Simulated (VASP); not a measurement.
A run of VASP 6.6.1 is set up as follows.

The input POSCAR:

```
In
1.0
   -1.5934921500      1.5934921500      2.4445111300
    1.5934921500     -1.5934921500      2.4445111300
    1.5934921500      1.5934921500     -2.4445111300
In
1
Direct
    0.0000000000      0.0000000000      0.0000000000
```

File INCAR.step1:

```
SYSTEM = In
PREC = Accurate
ENCUT = 520
ISMEAR = -1
SIGMA = 0.0438
LREAL = .False.
LASPH = .True.
NELM = 100
NBANDS = 12
GGA = PE
ALGO = Normal
EDIFF = 1E-4
LWAVE = .True.
LCHARG = .False.
```

File INCAR.step2:

```
SYSTEM = In
PREC = Accurate
ENCUT = 520
EDIFF = 1E-6
ISMEAR = -1
SIGMA = 0.0438
LREAL = .False.
LASPH = .True.
NELM = 100
ALGO = Normal
ISIF = 2
LWAVE = .False.
LCHARG = .False.
METAGGA = R2SCAN
LMIXTAU = .True.
NBANDS = 12
ISTART = 1
```

KPOINTS

```
Automatic mesh
0
Gamma
  8 8 8
  0 0 0
```

Potentials or basis: VASP PAW PBE potentials, release 64 (In_d).

Run with:

```sh
$ cat potpaw_PBE.64/In_d/POTCAR > POTCAR
$ cp INCAR.step1 INCAR
$ mpirun -np 1 vasp_std > vasp.out
$ cp INCAR.step2 INCAR
$ mpirun -np 1 vasp_std > vasp.out
```

(1) Predict the pressure.

Results:

(1) 2.6 GPa.

Caveat: the PAW data sets were made with another functional, which shifts forces and pressure a little.
